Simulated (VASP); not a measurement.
# InSe2 (P4/nmm) in VASP: notebook, part 2 of 2

VASP 6.6.1. Earlier steps stand in the parts before.

### 5 Single point, PBE

This run uses another cell than the first one, of 24.68 Å³/atom.

Contents of INCAR:

```
PREC = Accurate ; ENCUT = 520
EDIFF = 1E-6 ; ISMEAR = 0
SIGMA = 0.1 ; LREAL = False
LASPH = True ; NELM = 60
ALGO = Normal ; ISIF = 2
LWAVE = False ; LCHARG = False
GGA = PE ; NBANDS = 34
```

Contents of KPOINTS:

```
Automatic mesh
0
Gamma
  4 4 2
```

Contents of POSCAR:

```
InSe2
1.0
    3.9018411217      0.0000000000      0.0000000000
    0.0000000000      3.9018411217      0.0000000000
    0.0000000000      0.0000000000      9.7264532158
In Se
2 4
Direct
    0.0000000000      0.5000000000      0.6962647567
    0.5000000000      0.0000000000      0.3037352433
    0.0000000000      0.5000000000      0.3660600983
    0.5000000000      0.0000000000      0.6339399017
    0.0000000000      0.0000000000      0.0000000000
    0.5000000000      0.5000000000      0.0000000000
```

On the command line:

```
$ cat potpaw_PBE.64/In_d/POTCAR potpaw_PBE.64/Se/POTCAR > POTCAR
$ mpirun -np 1 vasp_std > vasp.out
```

Run time: 44 s. Hardware: 1 thread of AMD EPYC 7R13 (Zen 3), shared host; peak memory 0.22 GiB.

The run converged. Its results:

| Property | Result |
| --- | --- |
| Free energy | -20.2722 eV |
| Pressure | 0.0 GPa |
| Band gap on the k mesh | zero (bands 25 and 26 overlap by 2.05 eV) |

Forces in eV/Å, atoms in the order of the input:
```
In   0.000  0.000 -0.002
In   0.000  0.000  0.002
Se   0.000  0.000  0.003
Se   0.000  0.000 -0.003
Se   0.000  0.000  0.000
Se   0.000  0.000  0.000
```

Levels at points of the mesh, in eV from the Fermi level:
```
           k point  band 23  band 24  band 25  band 26  band 27  band 28
(0.00, 0.00, 0.00)    -1.43    -1.43     0.68     0.84     3.21     3.21
(0.50, 0.00, 0.00)    -0.91    -0.91    -0.65    -0.65     2.09     2.09
(0.50, 0.50, 0.00)    -1.11    -1.11    -0.73    -0.73     3.21     3.21
(0.00, 0.00, 0.50)    -1.39    -0.90     0.68     0.84     2.45     3.21
(0.50, 0.00, 0.50)    -0.66    -0.66    -0.63    -0.63     1.59     1.59
(0.50, 0.50, 0.50)    -1.29    -1.29    -1.04    -1.04     3.98     3.98
```

Caveat: the k points lie up to 0.40 Å⁻¹ apart, too coarse for converged energies and pressures of a metal; spin-orbit coupling is left out, which moves the levels of the heavy elements.

### 6 Relaxation of cell and atoms, PBE

This run uses another cell than the first one, of 24.34 Å³/atom.

Contents of INCAR:

```
SYSTEM = InSe2
ALGO = Normal
EDIFF = 1E-6
EDIFFG = -0.01
ENCUT = 600
GGA = PE
IBRION = 2
ISIF = 3
ISMEAR = 0
LASPH = .True.
LCHARG = .False.
LREAL = .False.
LWAVE = .False.
NELM = 100
NSW = 80
PREC = Accurate
SIGMA = 0.1
```

Contents of KPOINTS:

```
k-points
0
Gamma
  4 4 1
  0 0 0
```

Contents of POSCAR:

```
InSe2
1.0
    3.8948930000      0.0000000000      0.0000000000
    0.0000000000      3.8948930000      0.0000000000
    0.0000000000      0.0000000000      9.6262310000
In Se
2 4
Direct
    0.0000000000      0.5000000000      0.7064680000
    0.5000000000      0.0000000000      0.2935320000
    0.0000000000      0.5000000000      0.3662120000
    0.5000000000      0.0000000000      0.6337880000
    0.0000000000      0.0000000000      0.0000000000
    0.5000000000      0.5000000000      0.0000000000
```

Potentials or basis: VASP PAW PBE potentials, release 64 (In_d, Se).

On the command line:

```
$ cat potpaw_PBE.64/In_d/POTCAR potpaw_PBE.64/Se/POTCAR > POTCAR
$ mpirun -np 1 vasp_std > vasp.out
```

Run time: 4.1 min. Hardware: 1 thread of AMD EPYC 7R13 (Zen 3), shared host; peak memory 0.26 GiB.

The run converged. Its results:

| Quantity | Value |
| --- | --- |
| Free energy | -20.5056 eV |
| Relaxed volume | 24.35 Å³/atom |
| Relaxed cell | a = 3.905 Å, b = 3.905 Å, c = 9.580 Å, α = 90.00°, β = 90.00°, γ = 90.00° |
| Space group after relaxing (to 0.1 Å) | P4/nmm (No. 129) |
| Energy gained by relaxing | 5.7 meV/atom |
| Ionic steps | 15 |
| Pressure after relaxing | 0.0 GPa |
| Largest force after relaxing | 0.006 eV/Å |
| Band gap on the k mesh | zero (bands 25 and 26 overlap by 1.68 eV) |

Forces on the atoms (eV/Å):
```
In   0.000  0.000  0.003
In   0.000  0.000 -0.003
Se   0.000  0.000 -0.006
Se   0.000  0.000  0.006
Se   0.000  0.000  0.000
Se   0.000  0.000  0.000
```

The path:
| step | energy change (eV) | largest force (eV/Å) | pressure (GPa) | volume (Å³) |
| --- | --- | --- | --- | --- |
| 1 | 0.0000 | 0.2355 | -0.27 | 146.03 |
| 2 | -0.0056 | 0.2033 | 0.17 | 145.17 |
| 3 | -0.0074 | 0.1734 | 0.57 | 144.39 |
| 4 | -0.0109 | 0.1618 | 0.55 | 144.54 |
| 5 | -0.0198 | 0.1282 | 0.37 | 144.98 |
| 6 | -0.0308 | 0.0631 | 0.08 | 145.87 |
| 7 | -0.0251 | 0.1535 | -0.28 | 147.65 |
| 8 | -0.0331 | 0.0550 | -0.08 | 146.47 |
| 9 | -0.0331 | 0.0578 | -0.08 | 146.52 |
| 10 | -0.0337 | 0.0491 | -0.03 | 146.28 |
| 11 | -0.0342 | 0.0361 | 0.06 | 145.93 |
| 12 | -0.0342 | 0.0311 | 0.10 | 145.80 |
| 13 | -0.0343 | 0.0150 | -0.07 | 146.16 |
| 14 | -0.0343 | 0.0203 | -0.02 | 146.04 |
| 15 | -0.0345 | 0.0062 | 0.00 | 146.08 |

Final structure:
```
In Se
1.0
     3.90488    0.00000    0.00000
     0.00000    3.90488    0.00000
     0.00000    0.00000    9.57991
In Se
2 4
Direct
  0.00000 0.50000 0.69157
  0.50000 0.00000 0.30843
  0.00000 0.50000 0.36822
  0.50000 0.00000 0.63178
  0.00000 0.00000 0.00000
  0.50000 0.50000 0.00000
```

Levels at points of the mesh, in eV from the Fermi level:
```csv
k point,band 23,band 24,band 25,band 26,band 27,band 28
"(0.00, 0.00, 0.00)",-1.33,-1.33,0.73,1.05,3.22,3.22
"(0.50, 0.00, 0.00)",-0.87,-0.87,-0.60,-0.60,2.24,2.24
"(0.50, 0.50, 0.00)",-1.02,-1.02,-0.56,-0.56,3.43,3.43
```

Caveat: the k points lie up to 0.66 Å⁻¹ apart in the final cell, too coarse for converged energies and pressures of a metal; spin-orbit coupling is left out, which moves the levels of the heavy elements.

### 7 Summary

```tsv
task	cell	k mesh	cutoff (eV)	gap on the mesh (eV)	pressure (GPa)	relaxed volume (Å³/atom)	largest force (eV/Å)
single point	a = 4.046, b = 4.046, c = 8.627 Å, 6 atoms, atomic positions A	2 × 2 × 1	520	none	0.0	-	-
single point	a = 3.903, b = 3.903, c = 9.577 Å, 6 atoms, atomic positions B	4 × 4 × 1	520	none	0.0	-	-
relaxation of cell and atoms	relaxed from a = 3.895, b = 3.895, c = 9.626 Å, 6 atoms, atomic positions C	2 × 2 × 1	600	none	0.1	23.53	0.01
single point	a = 3.902, b = 3.902, c = 9.726 Å, 6 atoms, atomic positions D	4 × 4 × 2	520	none	0.0	-	-
relaxation of cell and atoms	relaxed from a = 3.895, b = 3.895, c = 9.626 Å, 6 atoms, atomic positions C	4 × 4 × 1	600	none	0.0	24.35	0.01
```

Alike in all rows: level PBE; potentials or basis VASP PAW PBE potentials, release 64 (In_d, Se); no spin polarisation; smearing gaussian 0.1 eV.

Caveats: all runs use coarse meshes; spin-orbit coupling is left out, which moves the levels of the heavy elements.

Absolute energies hang on the potentials; compare differences alone.
